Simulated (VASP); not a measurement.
Set up this calculation in VASP 6.6.1, as the native input.

| Item | Value |
| --- | --- |
| Task | single point |
| Functional | PBE0 |
| Potentials or basis | VASP PAW PBE potentials, release 64 (Bi_d) |
| Cutoff | 520 eV |
| k mesh | 4 × 4 × 2 |
| Occupations | fermi-dirac, width 0.05 eV |
| Spin | no spin polarisation |
| Dipole correction | no |
| Grid for exact exchange (PRECFOCK) | Normal |
| Further INCAR settings | ALGO = Normal; EDIFF = 1e-06; NBANDS = 22 |
| Share of exact exchange | 0.25 |

Crystal: Bi.

```xyz
2
Lattice="3.2810 0.0000 0.0000 0.0000 3.2640 0.0000 -0.0815 0.0000 6.5287" Properties=species:S:1:pos:R:3 pbc="T T T"
Bi    1.7246    0.0000    4.8938
Bi    1.4749    0.0000    1.6349
```

The input as run:

POSCAR

```
Bi
1.0
    3.2809913467      0.0000000000      0.0000000000
    0.0000000000      3.2640382254      0.0000000000
   -0.0815136175      0.0000000000      6.5286865229
Bi
2
Direct
    0.5442472500      0.0000000000      0.7495778900
    0.4557527500      0.0000000000      0.2504221100
```

INCAR.step1

```
PREC = Accurate ; ENCUT = 520
EDIFF = 1E-5 ; ISMEAR = -1
SIGMA = 0.05 ; LREAL = F
LASPH = T ; NELM = 80
ALGO = Normal ; ISIF = 2
LWAVE = T ; GGA = PE
NBANDS = 22
```

INCAR.step2

```
PREC = Accurate ; ENCUT = 520
EDIFF = 1E-6 ; ISMEAR = -1
SIGMA = 0.05 ; LREAL = F
LASPH = T ; NELM = 80
ALGO = Normal ; ISIF = 2
LWAVE = F ; LCHARG = T
GGA = PE ; LHFCALC = T
AEXX = 0.25 ; PRECFOCK = Normal
LELF = T ; LVHAR = T
ISTART = 1 ; NBANDS = 22
```

KPOINTS

```
regular mesh
0
Gamma
  4 4 2
```

Potentials or basis: VASP PAW PBE potentials, release 64 (Bi_d).

Launch:

```console
$ cat potpaw_PBE.64/Bi_d/POTCAR > POTCAR
$ cp INCAR.step1 INCAR
$ mpirun -np 1 vasp_std > vasp.out
$ cp INCAR.step2 INCAR
$ mpirun -np 1 vasp_std > vasp.out
```

It gave:

The pressure is -0.9 GPa, the largest force is 0.299 eV/Å and the band gap on the k mesh is zero (bands 15 and 16 overlap by 7.54 eV).

Caveat: the k points lie up to 0.48 Å⁻¹ apart, too coarse for converged energies and pressures of a metal; the PAW data sets were made with another functional, which shifts forces and pressure a little; spin-orbit coupling is left out, which moves the levels of the heavy elements.

Wall time 30 min on 1 thread of Intel(R) Xeon(R) Platinum 8175M CPU @ 2.50GHz (Skylake/Cascade Lake), with other jobs on the host, peak memory 0.2 GiB.
